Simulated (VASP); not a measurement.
Wanted: the native input for a VASP 6.6.1 run.

```
Task                   : single point
Functional             : r2SCAN
Potentials or basis    : VASP PAW PBE potentials, release 64 (Ag)
Cutoff                 : 520 eV
k mesh                 : 18 × 18 × 10
Occupations            : gaussian, width 0.15 eV
Spin                   : no spin polarisation
Dipole correction      : no
Further INCAR settings : ALGO = Normal; EDIFF = 1e-06; NBANDS = 18
```

Crystal: Ag.

```
CELL_PARAMETERS angstrom
3.04720 0.00000 0.00000
-1.52360 2.63895 0.00000
0.00000 0.00000 5.17320
ATOMIC_POSITIONS crystal
Ag 0.33333 0.66667 0.25000
Ag 0.66667 0.33333 0.75000
```

This cell differs from its parent crystal: strain +0.040 along x and y, +0.080 along z.

The input as run:

POSCAR

```
Ag
1.0
    3.0471980036      0.0000000000      0.0000000000
   -1.5235990018      2.6389508815      0.0000000000
    0.0000000000      0.0000000000      5.1732000000
Ag
2
Direct
    0.3333333333      0.6666666667      0.2500000000
    0.6666666667      0.3333333333      0.7500000000
```

INCAR.step1

```
SYSTEM = Ag
PREC = Accurate ; ENCUT = 520
ISMEAR = 0 ; SIGMA = 0.15
LREAL = .False. ; LASPH = .True.
NELM = 100 ; NBANDS = 18
GGA = PE ; ALGO = Normal
EDIFF = 1E-4 ; LWAVE = .True.
LCHARG = .False.
```

INCAR.step2

```
SYSTEM = Ag
PREC = Accurate ; ENCUT = 520
EDIFF = 1E-6 ; ISMEAR = 0
SIGMA = 0.15 ; LREAL = .False.
LASPH = .True. ; NELM = 100
ALGO = Normal ; ISIF = 2
LWAVE = .False. ; LCHARG = .False.
METAGGA = R2SCAN ; LMIXTAU = .True.
NBANDS = 18 ; ISTART = 1
```

KPOINTS

```
Automatic mesh
0
Gamma
  18 18 10
  0 0 0
```

Potentials or basis: VASP PAW PBE potentials, release 64 (Ag).

The run is started by

```sh
$ cat potpaw_PBE.64/Ag/POTCAR > POTCAR
$ cp INCAR.step1 INCAR
$ mpirun -np 1 vasp_std > vasp.out
$ cp INCAR.step2 INCAR
$ mpirun -np 1 vasp_std > vasp.out
```

It gave:

| Item | Value |
| --- | --- |
| Pressure | -11.1 GPa |
| Band gap on the k mesh | zero (bands 11 and 12 overlap by 7.48 eV) |

Caveat: the cell differs from its parent crystal (strain +0.040 along x and y, +0.080 along z); the cell stands under tension; the PAW data sets were made with another functional, which shifts forces and pressure a little.

It took 7.7 min on 1 thread of Intel Xeon 8259CL, with other jobs on the host, peak memory 0.27 GiB.
